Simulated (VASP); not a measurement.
# Si in VASP: a series of runs

Runs on Si. Level: PBE. Tasks: single point, relaxation of the atoms.

All numbers are computed with VASP 6.6.1; they aren't measurements. Logs are shortened: lines on timing, memory, paths and dates and some standing lists are left out, and cuts for length are marked.

### 1 The cell of the first run

The cell holds a sheet with vacuum, 1 atom: a = 2.399 Å, b = 2.418 Å, c = 23.800 Å, α = 90.00°, β = 90.00°, γ = 90.00°.

### 2 Single point, PBE

The input, INCAR:

```
  ALGO = Normal
  DIPOL = 0.5 0.5 0.294
  EDIFF = 1E-7
  ENCUT = 520
  GGA = PE
  IDIPOL = 3
  ISIF = 2
  ISMEAR = -1
  LASPH = T
  LCHARG = F
  LDIPOL = T
  LREAL = F
  LWAVE = F
  NBANDS = 8
  NELM = 100
  PREC = Accurate
  SIGMA = 0.05
```

The input, KPOINTS:

```
k-points
0
Gamma
  11 11 1
```

The input, POSCAR:

```
Si
1.0
    2.3993200000      0.0000000000      0.0000000000
    0.0000000000      2.4179400000      0.0000000000
    0.0000000000      0.0000000000     23.8000000000
Si
1
Direct
    0.5000000000      0.5000000000      0.2941200000
```

Potentials or basis: VASP PAW PBE potentials, release 64 (Si).

Started as:

```console
cat potpaw_PBE.64/Si/POTCAR > POTCAR
mpirun -np 1 vasp_std > vasp.out
```

OUTCAR:

```text
EDIFF = 1E-7
   ENCUT = 520
   GGA = PE
   ISIF = 2
   ISMEAR = -1
   LASPH = T
   LREAL = F
   NELM = 100
   PREC = Accurate

 ion  position               nearest neighbor table
   1  0.500  0.500  0.294-

  LATTYP: Found a simple orthorhombic cell.
 ALAT       =     2.3993200000
 B/A-ratio  =     1.0077605322
 C/A-ratio  =     9.9194771852

  Lattice vectors:

 A1 = (   2.3993200000,   0.0000000000,   0.0000000000)
 A2 = (   0.0000000000,   2.4179400000,   0.0000000000)
 A3 = (   0.0000000000,   0.0000000000,  23.8000000000)

Analysis of symmetry for initial positions (statically):
=====================================================================
 Subroutine PRICEL returns:
 Original cell was already a primitive cell.

 Routine SETGRP: Setting up the symmetry group for a
 simple orthorhombic supercell.

 Subroutine GETGRP returns: Found  8 space group operations
 (whereof  4 operations were pure point group operations)
 out of a pool of  8 trial point group operations.

The static configuration has the point symmetry C_2v.
 The point group associated with its full space group is D_2h.

Analysis of symmetry for dynamics (positions and initial velocities):
=====================================================================
 Subroutine PRICEL returns:
 Original cell was already a primitive cell.

 Routine SETGRP: Setting up the symmetry group for a
 simple orthorhombic supercell.

 Subroutine GETGRP returns: Found  8 space group operations
 (whereof  4 operations were pure point group operations)
 out of a pool of  8 trial point group operations.

The dynamic configuration has the point symmetry C_2v.
 The point group associated with its full space group is D_2h.

 Subroutine INISYM returns: Found  8 space group operations
 (whereof  4 operations are pure point group operations),
 and found     1 'primitive' translations

----------------------------------------------------------------------------------------

                                     Primitive cell

  volume of cell :     138.0736

  direct lattice vectors                    reciprocal lattice vectors
     2.399320000  0.000000000  0.000000000     0.416784756  0.000000000  0.000000000
     0.000000000  2.417940000  0.000000000     0.000000000  0.413575192  0.000000000
     0.000000000  0.000000000 23.800000000     0.000000000  0.000000000  0.042016807

  length of vectors
     2.399320000  2.417940000 23.800000000     0.416784756  0.413575192  0.042016807

  position of ions in fractional coordinates (direct lattice)
     0.500000000  0.500000000  0.294120000

  ion indices of the primitive-cell ions
   primitive index   ion index
                 1           1

----------------------------------------------------------------------------------------

 KPOINTS: k-points

Automatic generation of k-mesh.
 Grid dimensions read from file:
 generate k-points for:   11   11    1

 Generating k-lattice:

  Cartesian coordinates                     Fractional coordinates (reciprocal lattice)
     0.037889523  0.000000000  0.000000000     0.090909091  0.000000000  0.000000000
     0.000000000  0.037597745  0.000000000     0.000000000  0.090909091  0.000000000
     0.000000000  0.000000000  0.042016807     0.000000000  0.000000000  1.000000000

  Length of vectors
     0.037889523  0.037597745  0.042016807

  Shift w.r.t. Gamma in fractional coordinates (k-lattice)
     0.000000000  0.000000000  0.000000000

 Subroutine IBZKPT returns following result:
 ===========================================

 Found     36 irreducible k-points:

 Following reciprocal coordinates:
            Coordinates               Weight
  0.000000  0.000000  0.000000      1.000000
  0.090909  0.000000  0.000000      2.000000
  0.181818  0.000000  0.000000      2.000000
  0.272727  0.000000  0.000000      2.000000
  0.363636  0.000000  0.000000      2.000000
  0.454545  0.000000  0.000000      2.000000
[... 16 lines left out ...]
  0.363636  0.272727  0.000000      4.000000
  0.454545  0.272727  0.000000      4.000000
 [... further k-points ...]
   k-points           NKPTS =     36   k-points in BZ     NKDIM =     36   number of bands    NBANDS=      8
   number of dos      NEDOS =    301   number of ions     NIONS =      1
   total plane-waves  NPLWV =  58320
   dimension x,y,z NGX =    18 NGY =   18 NGZ =  180
   dimension x,y,z NGXF=    36 NGYF=   36 NGZF=  360
   ions per type =               1
   NGX,Y,Z   is equivalent  to a cutoff of  12.47, 12.38, 12.57 a.u.
   NGXF,Y,Z  is equivalent  to a cutoff of  24.94, 24.75, 25.15 a.u.
 SYSTEM =  unknown system
   PREC   = accura    normal or accurate (medium, high low for compatibility)
   ISTART =      0    job   : 0-new  1-cont  2-samecut
   ICHARG =      2    charge: 1-file 2-atom 10-const
   ISPIN  =      1    spin polarized calculation?
   LNONCOLLINEAR =      F non collinear calculations
   LSORBIT =      F    spin-orbit coupling
   LASPH  =      T    aspherical Exc in radial PAW
   ENCUT  =  520.0 eV  38.22 Ry    6.18 a.u.   4.46  4.50 44.25*2*pi/ulx,y,z
   NELM   =    100;   NELMIN=  2; NELMDL= -5     # of ELM steps
   EDIFF  = 0.1E-06   stopping-criterion for ELM
   LREAL  =      F    real-space projection
   EDIFFG = 0.1E-05   stopping-criterion for IOM
   NSW    =      0    number of steps for IOM
   IBRION =     -1    ionic relax: 0-MD 1-quasi-New 2-CG
   NFREE  =      0    steps in history (QN), initial steepest desc. (CG)
   ISIF   =      2    stress and relaxation
   ISYM   =      2    0-nonsym 1-usesym 2-fastsym
   POTIM  = 0.5000    time-step for ionic-motion
   TEBEG  =    0.0;   TEEND  =   0.0 temperature during run
   PSTRESS=    0.0 pullay stress
   NELECT =       4.0000    total number of electrons
   NUPDOWN=      -1.0000    fix difference up-down
   EMIN   =  10.00;   EMAX   =-10.00  energy-range for DOS
   EFERMI =   0.00;   METHOD = LEGACY
   ISMEAR =    -1;   SIGMA  =   0.05  broadening in eV -4-tet -1-fermi 0-gaus
   EFERMI_NEDOS =   21; number of points for ismear=-14 and -15
   IALGO  =     38    algorithm
   IMIX   =      4    mixing-type and parameters
     AMIX     =   0.40;   BMIX     =  1.00
     AMIX_MAG =   1.60;   BMIX_MAG =  1.00
  volume/ion in A,a.u.               =     138.07       931.77
  Fermi-wavevector in a.u.,A,eV,Ry     =   0.502795  0.950145  3.439596  0.252803
  Thomas-Fermi vector in A             =   1.511992
   LORBIT       =      0    0 simple, 1 ext, 2 COOP (PROOUT), +10 PAW based schemes
   GGA     = PE    functional components
   LHFCALC =     F    Hartree Fock is set to
   AEXX    =    0.0000 exact exchange contribution
   IVDW    =     0    specifies the selected vdW correction
   LEPSILON=     F    determine dielectric tensor
   LRPA    =     F    only Hartree local field effects (RPA)
 non-spin polarized calculation
  energy-cutoff  :      520.00
  volume of cell :      138.07
 maximum number of plane-waves:      3772
 NGX is ok and might be reduce to    18
   NGX =  9   NGY =  9   NGZ = 89

 dipolmoment           0.000000      0.000000     -0.000001 electrons x Angstroem

 number of electron       4.0000001 magnetization

 dipolmoment           0.000000      0.000000      0.000001 electrons x Angstroem

 Free energy of the ion-electron system (eV)
  ---------------------------------------------------
  ext. energy  EPLUGINS =         0.00000000
  ---------------------------------------------------
  free energy    TOTEN  =        -4.53726684 eV

  energy without entropy =       -4.53138175  energy(sigma->0) =       -4.53432429

 E-fermi :  -3.1529     XC(G=0):  -1.8908

 val. band max:       -3.2132574596   @ k =   0.3636   0.3636   0.0000
 cond. band min:      -3.0975837334   @ k =   0.0909   0.3636   0.0000
 fundamental gap:      0.1156737262
 Fermi energy:        -3.1529132017

 k-point     1 :       0.0000    0.0000    0.0000
  band No.  band energies     occupation
      1     -14.6364      2.00000
      2      -6.3115      2.00000
      3      -0.0766      0.00000
      4       1.2751      0.00000
      5       1.5883      0.00000
      6       2.2773      0.00000
      7       2.3573      0.00000
      8       3.8277      0.00000

 k-point     2 :       0.0909    0.0000    0.0000
  band No.  band energies     occupation
      1     -14.4302      2.00000
      2      -6.1138      2.00000
      3       0.1284      0.00000
      4       1.4891      0.00000
      5       1.8031      0.00000
      6       2.4921      0.00000
      7       2.5637      0.00000
      8       3.9406      0.00000

 k-point     3 :       0.1818    0.0000    0.0000
  band No.  band energies     occupation
      1     -13.8135      2.00000
      2      -5.5231      2.00000
      3       0.5335      0.00000
      4       1.2017      0.00000
      5       2.1305      0.00000
      6       2.4562      0.00000
      7       3.1359      0.00000
      8       3.2345      0.00000

 k-point     4 :       0.2727    0.0000    0.0000
  band No.  band energies     occupation
      1     -12.7929      2.00000
      2      -4.5498      2.00000
      3      -2.1092      0.00000
      4       1.8866      0.00000
      5       3.1937      0.00000
      6       3.5321      0.00000
      7       4.2037      0.00000
      8       4.3005      0.00000

 k-point     5 :       0.3636    0.0000    0.0000
  band No.  band energies     occupation
      1     -11.3803      2.00000
      2      -4.8900      2.00000
      3      -3.2320      1.65882
      4       3.3491      0.00000
      5       3.9091      0.00000
      6       4.7983      0.00000
      7       5.0406      0.00000
      8       5.7443      0.00000
[... 177 lines left out ...]
 k-point    22 :       0.2727    0.2727    0.0000
  band No.  band energies     occupation
      1     -11.0049      2.00000
      2      -2.8346      0.00343
      3      -1.7455      0.00000
      4       1.2237      0.00000
      5       3.9701      0.00000
      6       5.0766      0.00000
      7       5.4527      0.00000
      8       6.0964      0.00000

 k-point    23 :       0.3636    0.2727    0.0000
  band No.  band energies     occupation
      1      -9.6150      2.00000
      2      -3.4868      1.99749
      3      -1.5320      0.00000
      4       1.4996      0.00000
      5       5.2951      0.00000
      6       5.6240      0.00000
      7       6.6662      0.00000
      8       6.9365      0.00000

 k-point    24 :       0.4545    0.2727    0.0000
  band No.  band energies     occupation
      1      -7.8754      2.00000
      2      -5.7397      2.00000
      3      -0.1271      0.00000
      4       2.7386      0.00000
      5       3.5041      0.00000
      6       5.3217      0.00000
      7       7.5526      0.00000
      8       8.5337      0.00000

 [... further k-points ...]

------------------------ aborting loop because EDIFF is reached ----------------------------------------

 vacuum level on the upper side and lower side of the slab       (xc-potential included)        -0.016        -0.016

  FORCE on cell =-STRESS in cart. coord.  units (eV):
  Direction    XX          YY          ZZ          XY          YZ          ZX
  --------------------------------------------------------------------------------------
  -------------------------------------------------------------------------------------
  Total        0.2372892     -0.1231825     -0.0016117      0.0000000      0.0000000      0.0000000
  in kB        2.7534550     -1.4293842     -0.0187018      0.0000000      0.0000000      0.0000000
  external PRESSURE =       0.4351230 kB  Pullay stress =       0.0000000 kB

 VOLUME and BASIS-vectors are now :
 -----------------------------------------------------------------------------
  energy-cutoff  :      520.00
  volume of cell :      138.07
      direct lattice vectors                 reciprocal lattice vectors
     2.399320000  0.000000000  0.000000000     0.416784756  0.000000000  0.000000000
     0.000000000  2.417940000  0.000000000     0.000000000  0.413575192  0.000000000
     0.000000000  0.000000000 23.800000000     0.000000000  0.000000000  0.042016807

 POSITION                                       TOTAL-FORCE (eV/Angst)
 -----------------------------------------------------------------------------------
      1.19966      1.20897      7.00006         0.000000      0.000000      0.000000
 -----------------------------------------------------------------------------------
    total drift:                               -0.000000     -0.000000      0.000003

  FREE ENERGIE OF THE ION-ELECTRON SYSTEM (eV)
  ---------------------------------------------------
  free  energy   TOTEN  =        -4.5372668378 eV

  energy  without entropy=       -4.5313817462  energy(sigma->0) =       -4.53432429

 vacuum level on the upper side and lower side of the slab         1.505         1.505
```

Wall time 42 s (1 thread of Intel Xeon Platinum 8488C (Sapphire Rapids), shared host); peak memory 0.23 GiB.

What came out:

* Free energy: -4.5373 eV
* Band gap on the k mesh: zero (bands 2 and 3 overlap by 0.46 eV)

Levels at points of the mesh, in eV from the Fermi level:
| k point | band 1 | band 2 | band 3 | band 4 | band 5 |
| --- | --- | --- | --- | --- | --- |
| (0.00, 0.00, 0.00) | -11.48 | -3.16 | 3.08 | 4.43 | 4.74 |

### 3 Relaxation of the atoms, PBE

The input, INCAR:

```
SYSTEM = Si
PREC = Accurate
ENCUT = 520
EDIFF = 1E-7
ISMEAR = -1
SIGMA = 0.05
LREAL = .FALSE.
LASPH = .TRUE.
NELM = 100
ALGO = Normal
ISIF = 2
LWAVE = .FALSE.
LCHARG = .FALSE.
LDIPOL = .TRUE.
IDIPOL = 3
DIPOL = 0.5 0.5 0.294
GGA = PE
IBRION = 2
NSW = 80
EDIFFG = -0.02
```

The input, KPOINTS:

```
regular mesh
0
G
  11 11 1
  0 0 0
```

POSCAR is that of step 2.

Potentials or basis: VASP PAW PBE potentials, release 64 (Si).

Started as:

```console
cat potpaw_PBE.64/Si/POTCAR > POTCAR
mpirun -np 1 vasp_std > vasp.out
```

Wall time 27 s (1 thread of Intel Xeon Platinum 8488C (Sapphire Rapids), shared host); peak memory 0.23 GiB.

Results (log left out):

- Free energy: -4.5373 eV
- Band gap on the k mesh: zero (bands 2 and 3 overlap by 0.46 eV)

Final structure:
```
Si
1.0
     2.39932    0.00000    0.00000
     0.00000    2.41794    0.00000
     0.00000    0.00000   23.80000
Si
1
Direct
  0.50000 0.50000 0.29412
```

Levels at points of the mesh, in eV from the Fermi level:
| k point | band 1 | band 2 | band 3 | band 4 | band 5 | band 6 |
| --- | --- | --- | --- | --- | --- | --- |
| (0.00, 0.00, 0.00) | -11.48 | -3.16 | 3.08 | 4.43 | 4.73 | 5.42 |

The gap in the log of VASP goes by the Fermi energy; the results here count the filled bands.